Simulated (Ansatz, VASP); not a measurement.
## Two plane-wave programs on Hf

```
CELL_PARAMETERS angstrom
-1.77394 1.77394 1.77394
1.77394 -1.77394 1.77394
1.77394 1.77394 -1.77394
ATOMIC_POSITIONS crystal
Hf 0.00000 0.00000 0.00000
```

Alike in both runs: functional PBE; k mesh 12 × 12 × 12; occupations fermi-dirac, width 0.1 eV; no spin polarisation.

Ansatz relaxed the structure, and its values are those at the end. VASP's run is a single point on that final structure, the one shown.

```csv
,VASP,Ansatz
version,VASP 6.6.1,Ansatz 0.2.0
potentials or method,"VASP PAW PBE potentials, release 64 (Hf_pv), cutoff 500 eV","plane waves (420 eV) with PAW, scalar-relativistic"
valence electrons in the cell,10,26
```

Ansatz gave:

- pressure (GPa): 0.0

Question: Estimate VASP's values.

Answer: Pressure (GPa): -0.3.

The functional is the same, so the differences come from potentials, cutoffs and numerics. VASP's potentials hold 10 valence electrons a cell and Ansatz's 26, so a difference there can come from the potentials and not from the codes.

Spin-orbit coupling is off throughout.
